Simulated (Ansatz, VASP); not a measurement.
Two plane-wave programs on NaH

```xyz
2
Lattice="0.0000 2.6657 2.6657 2.6657 0.0000 2.6657 2.6657 2.6657 0.0000" Properties=species:S:1:pos:R:3 pbc="T T T"
Na    0.0000    0.0000    0.0000
H     1.3329    1.3329    1.3329
```

Change from the starting cell: hydrostatic strain +2.6%.

Alike in both runs: task single point; functional r2SCAN; k mesh 8 × 8 × 8; no spin polarisation.

```csv
,VASP,Ansatz
version,VASP 6.6.1,Ansatz 0.2.0
potentials or method,"VASP PAW PBE potentials, release 64 (Na_pv, H)","plane waves, PAW"
plane-wave cutoff (eV),520,500
occupations,"gaussian, width 0.01 eV",fixed
valence electrons in the cell,8,10
```

```tsv
	VASP	Ansatz	Ansatz less VASP
gap on the k mesh at the Fermi level (eV)	3.98	3.98	-0.002
pressure (GPa)	-1.3	-1.2	+0.06
```

VASP's potentials were made for PBE, not for r2SCAN. VASP's potentials hold 8 valence electrons a cell and Ansatz's 10, so a difference there can come from the potentials and not from the codes.
